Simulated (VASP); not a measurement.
A run of VASP 6.6.1:

File INCAR:

```
SYSTEM = HC8
PREC = Accurate ; ENCUT = 520
EDIFF = 1E-6 ; ISMEAR = 0
SIGMA = 0.1 ; LREAL = .FALSE.
LASPH = .TRUE. ; NELM = 150
ALGO = Normal ; ISIF = 2
LWAVE = .FALSE. ; LCHARG = .FALSE.
ISPIN = 2 ; MAGMOM = 0 0 0 0 0 0 0 0 1
LORBIT = 11 ; LDIPOL = .TRUE.
IDIPOL = 3 ; DIPOL = 0.5 0.5 0.237
GGA = PE ; IVDW = 12
NBANDS = 30
```

The input KPOINTS:

```
regular mesh
0
G
  6 6 1
  0 0 0
```

Contents of POSCAR:

```
HC8
1.0
    4.9313048824     -0.0000000001      0.0000000000
   -2.4656524412      4.2706353020      0.0000000000
    0.0000000000      0.0000000000     17.0000331944
C H
8 1
Direct
    0.3333333333      0.1666666667      0.2352956108
    0.3333333333      0.6666666667      0.2352956108
    0.8333333333      0.1666666667      0.2352956108
    0.8333333333      0.6666666667      0.2352956108
    0.1666666667      0.3333333333      0.2352936582
    0.1666666667      0.8333333333      0.2352936582
    0.6666666667      0.3333333333      0.2352936582
    0.6666666667      0.8333333333      0.2352936582
    0.5833333333      0.1666666667      0.2500014645
```

Potentials or basis: VASP PAW PBE potentials, release 64 (C, H).

The run is started by

```sh
$ cat potpaw_PBE.64/C/POTCAR potpaw_PBE.64/H/POTCAR > POTCAR
$ mpirun -np 1 vasp_std > vasp.out
```

Hardware: 1 thread of Intel(R) Xeon(R) 6975P-C (Granite Rapids), on a shared host.

**Question.** How long does it take, and how much memory?

**Answer.** Run time: 5.5 min on 1 thread of Intel(R) Xeon(R) 6975P-C (Granite Rapids), with other jobs on the host, peak memory 0.7 GiB. Counts: scf iterations 26, k points 13.
